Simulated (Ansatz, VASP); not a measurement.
## Two plane-wave programs on CuI2

```
CELL_PARAMETERS angstrom
3.93819 0.00000 0.00000
-1.96909 3.41057 0.00000
0.00000 0.00000 7.63899
ATOMIC_POSITIONS crystal
Cu 0.00000 0.00000 0.00000
I 0.33333 0.66667 0.20972
I 0.66667 0.33333 0.79028
```

Alike in both runs: task single point; functional LDA; k mesh 10 × 10 × 6; occupations gaussian, width 0.05 eV; collinear spin.

|  | VASP | Ansatz |
| --- | --- | --- |
| version | VASP 6.6.1 | Ansatz 0.2.0 |
| potentials or method | VASP PAW LDA potentials, release 64 (Cu, I), cutoff 520 eV | scalar-relativistic, plane waves, PAW |
| valence electrons in the cell | 25 | 53 |

```tsv
	VASP	Ansatz	Ansatz less VASP
gap on the k mesh at the Fermi level (eV)	none	none	-
pressure (GPa)	-3.6	-3.7	-0.08
traceless stress, the component that is largest in VASP (GPa)	0.55	0.52	-0.026
rms of the force components (eV/Å)	0.215	0.223	+0.0083
net moment per atom (μB)	0.00	0.00	-0.004
```

LDA's correlation is that of Perdew and Zunger in VASP and of Perdew and Wang (1992) in Ansatz. Atom by atom the forces differ by 0.008 eV/Å (rms over components). A gap of «none» marks a metal or a gap that the smearing closes. VASP's potentials hold 25 valence electrons a cell and Ansatz's 53, so a difference there can come from the potentials and not from the codes. Ansatz's warnings: seeded moment not kept.

Spin-orbit coupling is off throughout.
